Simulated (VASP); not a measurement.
# MgO (Fm-3m) in VASP: further runs, part 2 of 2

VASP 6.6.1. Earlier steps stand in the parts before.

## Step 3: Single point, PBE

This run uses another cell than the first one, of 9.62 Å³/atom.

Input file INCAR:

```
ALGO = Normal
EDIFF = 1E-6
ENCUT = 840
GGA = PE
GGA_COMPAT = F
ISIF = 2
ISMEAR = 0
LASPH = T
LCHARG = F
LREAL = F
LWAVE = F
NBANDS = 15
NELM = 120
PREC = Accurate
SIGMA = 0.1
```

Input file KPOINTS:

```
k-points
0
Gamma
  8 8 8
```

Input file POSCAR:

```
MgO
1.0
    0.0000000000      2.1266795351      2.1266795351
    2.1266795351      0.0000000000      2.1266795351
    2.1266795351      2.1266795351      0.0000000000
Mg O
1 1
Direct
    0.0000000000      0.0000000000      0.0000000000
    0.5000000000      0.5000000000      0.5000000000
```

Potentials or basis: VASP PAW PBE potentials, release 64 (Mg_sv, O).

Run with:

```sh
$ cat potpaw_PBE.64/Mg_sv/POTCAR potpaw_PBE.64/O/POTCAR > POTCAR
$ mpirun -np 1 vasp_std > vasp.out
```

OUTCAR:

```text
EDIFF = 1E-6
   ENCUT = 840
   GGA = PE
   ISIF = 2
   ISMEAR = 0
   LASPH = T
   LREAL = F
   NELM = 120
   PREC = Accurate

 ion  position               nearest neighbor table
   1  0.000  0.000  0.000-   2 2.13   2 2.13   2 2.13   2 2.13   2 2.13   2 2.13
   2  0.500  0.500  0.500-   1 2.13   1 2.13   1 2.13   1 2.13   1 2.13   1 2.13

  LATTYP: Found a face centered cubic cell.
 ALAT       =     4.2533590702

  Lattice vectors:

 A1 = (   0.0000000000,   2.1266795351,   2.1266795351)
 A2 = (   2.1266795351,   0.0000000000,   2.1266795351)
 A3 = (   2.1266795351,   2.1266795351,   0.0000000000)

Analysis of symmetry for initial positions (statically):
=====================================================================
 Subroutine PRICEL returns:
 Original cell was already a primitive cell.

 Routine SETGRP: Setting up the symmetry group for a
 face centered cubic supercell.

 Subroutine GETGRP returns: Found 48 space group operations
 (whereof 48 operations were pure point group operations)
 out of a pool of 48 trial point group operations.

The static configuration has the point symmetry O_h .

Analysis of symmetry for dynamics (positions and initial velocities):
=====================================================================
 Subroutine PRICEL returns:
 Original cell was already a primitive cell.

 Routine SETGRP: Setting up the symmetry group for a
 face centered cubic supercell.

 Subroutine GETGRP returns: Found 48 space group operations
 (whereof 48 operations were pure point group operations)
 out of a pool of 48 trial point group operations.

The dynamic configuration has the point symmetry O_h .

 Subroutine INISYM returns: Found 48 space group operations
 (whereof 48 operations are pure point group operations),
 and found     1 'primitive' translations

----------------------------------------------------------------------------------------

                                     Primitive cell

  volume of cell :      19.2369

  direct lattice vectors                    reciprocal lattice vectors
     0.000000000  2.126679535  2.126679535    -0.235108295  0.235108295  0.235108295
     2.126679535  0.000000000  2.126679535     0.235108295 -0.235108295  0.235108295
     2.126679535  2.126679535  0.000000000     0.235108295  0.235108295 -0.235108295

  length of vectors
     3.007579041  3.007579041  3.007579041     0.407219513  0.407219513  0.407219513

  position of ions in fractional coordinates (direct lattice)
     0.000000000  0.000000000  0.000000000
     0.500000000  0.500000000  0.500000000

  ion indices of the primitive-cell ions
   primitive index   ion index
                 1           1
                 2           2

----------------------------------------------------------------------------------------

 KPOINTS: k-points

Automatic generation of k-mesh.
 Grid dimensions read from file:
 generate k-points for:    8    8    8

 Generating k-lattice:

  Cartesian coordinates                     Fractional coordinates (reciprocal lattice)
    -0.029388537  0.029388537  0.029388537     0.125000000  0.000000000  0.000000000
     0.029388537 -0.029388537  0.029388537     0.000000000  0.125000000  0.000000000
[... 41 lines left out ...]
   number of dos      NEDOS =    301   number of ions     NIONS =      2
   total plane-waves  NPLWV =  21952
   dimension x,y,z NGX =    28 NGY =   28 NGZ =   28
   dimension x,y,z NGXF=    56 NGYF=   56 NGZF=   56
   ions per type =               1   1
   NGX,Y,Z   is equivalent  to a cutoff of  15.48, 15.48, 15.48 a.u.
   NGXF,Y,Z  is equivalent  to a cutoff of  30.95, 30.95, 30.95 a.u.
 SYSTEM =  unknown system
   PREC   = accura    normal or accurate (medium, high low for compatibility)
   ISTART =      0    job   : 0-new  1-cont  2-samecut
   ICHARG =      2    charge: 1-file 2-atom 10-const
   ISPIN  =      1    spin polarized calculation?
   LNONCOLLINEAR =      F non collinear calculations
   LSORBIT =      F    spin-orbit coupling
   LASPH  =      T    aspherical Exc in radial PAW
   ENCUT  =  840.0 eV  61.74 Ry    7.86 a.u.   7.11  7.11  7.11*2*pi/ulx,y,z
   NELM   =    120;   NELMIN=  2; NELMDL= -5     # of ELM steps
   EDIFF  = 0.1E-05   stopping-criterion for ELM
   LREAL  =      F    real-space projection
   EDIFFG = 0.1E-04   stopping-criterion for IOM
   NSW    =      0    number of steps for IOM
   IBRION =     -1    ionic relax: 0-MD 1-quasi-New 2-CG
   NFREE  =      0    steps in history (QN), initial steepest desc. (CG)
   ISIF   =      2    stress and relaxation
   ISYM   =      2    0-nonsym 1-usesym 2-fastsym
   POTIM  = 0.5000    time-step for ionic-motion
   TEBEG  =    0.0;   TEEND  =   0.0 temperature during run
   PSTRESS=    0.0 pullay stress
   NELECT =      16.0000    total number of electrons
   NUPDOWN=      -1.0000    fix difference up-down
   EMIN   =  10.00;   EMAX   =-10.00  energy-range for DOS
   EFERMI =   0.00;   METHOD = LEGACY
   ISMEAR =     0;   SIGMA  =   0.10  broadening in eV -4-tet -1-fermi 0-gaus
   EFERMI_NEDOS =   21; number of points for ismear=-14 and -15
   IALGO  =     38    algorithm
   IMIX   =      4    mixing-type and parameters
     AMIX     =   0.40;   BMIX     =  1.00
     AMIX_MAG =   1.60;   BMIX_MAG =  1.00
  volume/ion in A,a.u.               =       9.62        64.91
  Fermi-wavevector in a.u.,A,eV,Ry     =   1.539582  2.909388 32.250055  2.370312
  Thomas-Fermi vector in A             =   2.645789
   LORBIT       =      0    0 simple, 1 ext, 2 COOP (PROOUT), +10 PAW based schemes
   GGA     = PE    functional components
   LHFCALC =     F    Hartree Fock is set to
   AEXX    =    0.0000 exact exchange contribution
   IVDW    =     0    specifies the selected vdW correction
   LEPSILON=     F    determine dielectric tensor
   LRPA    =     F    only Hartree local field effects (RPA)
 non-spin polarized calculation
 Gauss-broadening in eV      SIGMA  =   0.10
  energy-cutoff  :      840.00
  volume of cell :       19.24
 maximum number of plane-waves:      1090
   NGX = 15   NGY = 15   NGZ = 15

 number of electron      15.9999997 magnetization

 Free energy of the ion-electron system (eV)
  ---------------------------------------------------
  ext. energy  EPLUGINS =         0.00000000
  ---------------------------------------------------
  free energy    TOTEN  =       -11.88474974 eV

  energy without entropy =      -11.88474974  energy(sigma->0) =      -11.88474974

 E-fermi :   3.2786     XC(G=0): -11.2446

 val. band max:        2.7084135662   @ k =   0.0000   0.0000   0.0000
 cond. band min:       7.1693296749   @ k =   0.0000   0.0000   0.0000
 fundamental gap:      4.4609161087
 Fermi energy:         3.2786321313

 k-point     1 :       0.0000    0.0000    0.0000
  band No.  band energies     occupation
      1     -69.6624      2.00000
      2     -36.3905      2.00000
      3     -36.3905      2.00000
      4     -36.3905      2.00000
      5     -14.3939      2.00000
      6       2.7084      2.00000
      7       2.7084      2.00000
      8       2.7084      2.00000
      9       7.1693      0.00000
     10      18.3477      0.00000
     11      18.3477      0.00000
     12      18.3477      0.00000
     13      22.1839      0.00000
     14      23.9319      0.00000
[... 401 lines left out ...]
      2     -36.4552      2.00000
      3     -36.4173      2.00000
      4     -36.4049      2.00000
      5     -13.0254      2.00000
      6      -1.1673      2.00000
      7       0.8469      2.00000
      8       1.7612      2.00000
      9      12.1811      0.00000
     10      14.6327      0.00000
     11      15.9234      0.00000
     12      19.2727      0.00000
     13      22.9010      0.00000
     14      24.4118      0.00000
     15      28.4345      0.00000

 [... further k-points ...]

------------------------ aborting loop because EDIFF is reached ----------------------------------------

  FORCE on cell =-STRESS in cart. coord.  units (eV):
  Direction    XX          YY          ZZ          XY          YZ          ZX
  --------------------------------------------------------------------------------------
  -------------------------------------------------------------------------------------
  Total        0.0105146      0.0105146      0.0105146      0.0000000      0.0000000      0.0000000
  in kB        0.8757254      0.8757254      0.8757254      0.0000000      0.0000000      0.0000000
  external PRESSURE =       0.8757254 kB  Pullay stress =       0.0000000 kB

 VOLUME and BASIS-vectors are now :
 -----------------------------------------------------------------------------
  energy-cutoff  :      840.00
  volume of cell :       19.24
      direct lattice vectors                 reciprocal lattice vectors
     0.000000000  2.126679535  2.126679535    -0.235108295  0.235108295  0.235108295
     2.126679535  0.000000000  2.126679535     0.235108295 -0.235108295  0.235108295
     2.126679535  2.126679535  0.000000000     0.235108295  0.235108295 -0.235108295

 POSITION                                       TOTAL-FORCE (eV/Angst)
 -----------------------------------------------------------------------------------
      0.00000      0.00000      0.00000        -0.000000     -0.000000      0.000000
      2.12668      2.12668      2.12668         0.000000      0.000000     -0.000000
 -----------------------------------------------------------------------------------
    total drift:                                0.000000      0.000000      0.000000

  FREE ENERGIE OF THE ION-ELECTRON SYSTEM (eV)
  ---------------------------------------------------
  free  energy   TOTEN  =       -11.8847497350 eV

  energy  without entropy=      -11.8847497350  energy(sigma->0) =      -11.88474974
```

OSZICAR:

```text
N       E                     dE             d eps       ncg     rms          rms(c)
DAV:   1     0.160543028043E+03    0.16054E+03   -0.13685E+04   870   0.177E+03
DAV:   2    -0.755451121506E+01   -0.16810E+03   -0.15911E+03  1017   0.437E+02
DAV:   3    -0.134021190234E+02   -0.58476E+01   -0.58104E+01  1186   0.776E+01
DAV:   4    -0.134813354139E+02   -0.79216E-01   -0.79205E-01   982   0.887E+00
DAV:   5    -0.134827402625E+02   -0.14048E-02   -0.14048E-02  1108   0.952E-01    0.861E+00
DAV:   6    -0.119098748302E+02    0.15729E+01   -0.26290E+00   926   0.148E+01    0.288E+00
DAV:   7    -0.118960444008E+02    0.13830E-01   -0.13218E-01  1045   0.340E+00    0.174E+00
DAV:   8    -0.118856452644E+02    0.10399E-01   -0.39077E-02  1052   0.225E+00    0.333E-01
DAV:   9    -0.118845510869E+02    0.10942E-02   -0.35874E-03   982   0.547E-01    0.100E-01
DAV:  10    -0.118847604018E+02   -0.20931E-03   -0.28763E-04  1080   0.185E-01    0.506E-02
DAV:  11    -0.118847496112E+02    0.10791E-04   -0.26864E-05  1066   0.533E-02    0.601E-03
DAV:  12    -0.118847497350E+02   -0.12385E-06   -0.62718E-07   827   0.116E-02
   1 F= -.11884750E+02 E0= -.11884750E+02  d E =-.250169E-17
```

stdout:

```text
POSCAR found type information on POSCAR MgO
 POSCAR found :  2 types and       2 ions
 scaLAPACK will be used
 LDA part: xc-table for (Slater+PW92), standard interpolation
 POSCAR, INCAR and KPOINTS ok, starting setup
 FFT: planning ... GRIDC
 FFT: planning ... GRID_SOFT
 FFT: planning ... GRID
 WAVECAR not read
 entering main loop
```

Wall time 16 s (1 thread of AMD EPYC 7R43 (Zen 3), shared host); peak memory 0.12 GiB.

What came out:

```yaml
Free_energy: -11.8847 eV
Pressure: 0.1 GPa
Band_gap_on_the_k_mesh: 4.46 eV
```

Levels at points of the mesh, in eV from the valence-band top:
| k point | band 4 | band 5 | band 6 | band 7 | band 8 | band 9 | band 10 | band 11 | band 12 | band 13 |
| --- | --- | --- | --- | --- | --- | --- | --- | --- | --- | --- |
| (0.00, 0.00, 0.00) | -39.10 | -17.10 | 0.00 | 0.00 | 0.00 | 4.46 | 15.64 | 15.64 | 15.64 | 19.48 |
| (0.50, 0.00, 0.00) | -39.11 | -15.86 | -4.48 | -0.62 | -0.62 | 7.72 | 12.29 | 16.03 | 16.03 | 20.51 |
| (0.50, 0.50, 0.00) | -39.12 | -15.65 | -3.94 | -1.30 | -1.30 | 9.09 | 9.69 | 12.79 | 18.55 | 18.55 |
